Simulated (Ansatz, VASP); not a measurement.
**One calculation of Cd3HgSe4, two programs**

The input INCAR:

```
  PREC = Accurate
  ENCUT = 520
  EDIFF = 1E-7
  ISMEAR = 0
  SIGMA = 0.01
  LREAL = F
  LASPH = T
  NELM = 100
  ALGO = Normal
  ISIF = 2
  LWAVE = F
  LCHARG = T
  GGA = PE
  LELF = T
  LVHAR = T
  NBANDS = 46
```

File KPOINTS:

```
regular mesh
0
Gamma
  6 6 6
```

POSCAR

```
Cd3HgSe4
1.0
    6.2119694000      0.0000000000      0.0000000000
    0.0000000000      6.2119694000      0.0000000000
    0.0000000000      0.0000000000      6.2119694000
Cd Hg Se
3 1 4
Direct
    0.5000000000      0.0000000000      0.0000000000
    0.0000000000      0.0000000000      0.5000000000
    0.0000000000      0.5000000000      0.0000000000
    0.5000000000      0.5000000000      0.5000000000
    0.7518100000      0.2481900000      0.7518100000
    0.7518100000      0.7518100000      0.2481900000
    0.2481900000      0.2481900000      0.2481900000
    0.2481900000      0.7518100000      0.7518100000
```

Input for Ansatz:

```yaml
crystal:
  lattice:
    - [6.2119694, 0.0, 0.0]
    - [0.0, 6.2119694, 0.0]
    - [0.0, 0.0, 6.2119694]
  atoms:
    - { symbol: Cd, position: [0.5, 0.0, 0.0] }
    - { symbol: Cd, position: [0.0, 0.0, 0.5] }
    - { symbol: Cd, position: [0.0, 0.5, 0.0] }
    - { symbol: Hg, position: [0.5, 0.5, 0.5] }
    - { symbol: Se, position: [0.75181, 0.24819, 0.75181] }
    - { symbol: Se, position: [0.75181, 0.75181, 0.24819] }
    - { symbol: Se, position: [0.24819, 0.24819, 0.24819] }
    - { symbol: Se, position: [0.24819, 0.75181, 0.75181] }
basis:
  ecutwfc: 420
kpoints:
  mp_grid: { grid: [6, 6, 6] }
  band_path:
    path:
      - [[0.0, 0.0, 0.0], [0.0, 0.5, 0.0], [0.5, 0.5, 0.0], [0.0, 0.0, 0.0], [0.5, 0.5, 0.5], [0.0, 0.5, 0.0]]
      - [[0.5, 0.5, 0.5], [0.5, 0.5, 0.0]]
    npoints: 14
hamiltonian:
  xc: pbe
scf:
  occupations: { method: gaussian, width: 0.01 }
  n_extra_bands: 20
output:
  forces: true
  stress: true
  eigenvalues: true
  populations: true
  dos: { projected: true, de: 0.02, nscf_kmesh: { grid: [8, 8, 8] } }
  bader: true
  write_density: true
  write_potential: true
  elf: true
  volumetric_format: npy
```

Alike in both runs: task single point; functional PBE; k mesh 6 × 6 × 6; occupations gaussian, width 0.01 eV; no spin polarisation.

```csv
,VASP,Ansatz
version,VASP 6.6.1,Ansatz 0.2.0
potentials or method,"VASP PAW PBE potentials, release 64 (Cd, Hg, Se), cutoff 520 eV","scalar-relativistic, plane waves, PAW"
valence electrons in the cell,72,144
```

|  | VASP | Ansatz | Ansatz less VASP |
| --- | --- | --- | --- |
| gap on the k mesh at the Fermi level (eV) | 0.09 | 0.10 | +0.003 |
| least direct gap on the mesh (eV) | 0.09 | 0.10 | +0.003 |
| pressure (GPa) | 0.2 | 0.0 | -0.24 |

VASP's potentials hold 72 valence electrons a cell and Ansatz's 144, so a difference there can come from the potentials and not from the codes.

Spin-orbit coupling is off throughout.
